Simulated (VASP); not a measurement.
InP:

```
In P
1.0
     4.00560    0.00000    0.00000
    -2.00280    3.46895    0.00000
     0.00000    0.00000    5.30637
In P
2 2
Direct
  0.33333 0.66667 0.25000
  0.66667 0.33333 0.75000
  0.00000 0.00000 0.00000
  0.00000 0.00000 0.50000
```

The cell was built from a structure type or drawn by symmetry, and may not be a known phase.

- Program: VASP 6.6.1
- Task: relaxation of cell and atoms
- Functional: PBE
- Potentials or basis: VASP PAW PBE potentials, release 64 (In_d, P)
- Cutoff: 600 eV
- k mesh: 6 × 6 × 4
- Occupations: gaussian, width 0.1 eV
- Spin: no spin polarisation

At the start: pressure 19.5 GPa; volume 18.43 Å³/atom.

Where does the relaxation end?

Over 6 steps the energy falls by 214.3 meV/atom and the volume is 22.62 Å³/atom (+22.7 %); space group P6_3/mmc (No. 194, to 0.1 Å) before and after.

Step by step:
```csv
step,energy change (eV),largest force (eV/Å),pressure (GPa),volume (Å³)
1,0.0000,0.0000,19.52,73.73
2,-0.6739,0.0000,-5.02,100.38
3,-0.8471,0.0000,-0.01,90.23
4,-0.8470,0.0000,-0.23,90.58
5,-0.8544,0.0000,-0.22,90.53
6,-0.8573,0.0000,-0.15,90.47
```

Final structure:
```
In P
1.0
     4.23330    0.00000    0.00000
    -2.11665    3.66615    0.00000
     0.00000    0.00000    5.82922
In P
2 2
Direct
  0.33333 0.66667 0.25000
  0.66667 0.33333 0.75000
  0.00000 0.00000 0.00000
  0.00000 0.00000 0.50000
```

Caveat: the volume moved by over 15 % at a fixed basis, so the end points are rough.
